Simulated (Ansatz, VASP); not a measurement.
## One calculation of Cu, two programs

File INCAR:

```
PREC = Accurate
ENCUT = 520
EDIFF = 1E-6
ISMEAR = 0
SIGMA = 0.15
LREAL = F
LASPH = T
NELM = 80
ALGO = Fast
ISIF = 2
LWAVE = F
LCHARG = T
GGA = PE
LELF = T
LVHAR = T
NBANDS = 12
```

The input KPOINTS:

```
Automatic mesh
0
Gamma
  24 24 24
```

The input POSCAR:

```
Cu
1.0
    0.0000000000      2.0801152975      1.5274286630
    2.0801152975      0.0000000000      1.5274286630
    2.0801152975      2.0801152975      0.0000000000
Cu
1
Direct
    0.0000000000      0.0000000000      0.0000000000
```

Input for Ansatz:

```yaml
crystal:
  lattice:
    - [0.0, 2.0801152975, 1.527428663]
    - [2.0801152975, 0.0, 1.527428663]
    - [2.0801152975, 2.0801152975, 0.0]
  atoms:
    - { symbol: Cu, position: [0.0, 0.0, 0.0] }
basis:
  ecutwfc: 520.0
kpoints:
  mp_grid: { grid: [24, 24, 24] }
hamiltonian:
  xc: pbe
  pseudopotentials: { kind: paw, azcp: { folder: soft_1 } }
scf:
  occupations: { method: gaussian, width: 0.15 }
output:
  forces: true
  stress: true
  eigenvalues: true
```

Alike in both runs: task single point; functional PBE; k mesh 24 × 24 × 24; occupations gaussian, width 0.15 eV; no spin polarisation.

|  | VASP | Ansatz |
| --- | --- | --- |
| version | VASP 6.6.1 | Ansatz 0.2.0 |
| potentials or method | VASP PAW PBE potentials, release 64 (Cu), cutoff 520 eV | scalar-relativistic, plane waves, PAW |
| valence electrons in the cell | 11 | 19 |

|  | VASP | Ansatz | Ansatz less VASP |
| --- | --- | --- | --- |
| gap on the k mesh at the Fermi level (eV) | none | none | - |
| pressure (GPa) | -9.9 | -10.5 | -0.66 |
| traceless stress, the component that is largest in VASP (GPa) | 0.43 | 0.43 | -0.001 |

A gap of «none» marks a metal or a gap that the smearing closes. VASP's potentials hold 11 valence electrons a cell and Ansatz's 19, so a difference there can come from the potentials and not from the codes.
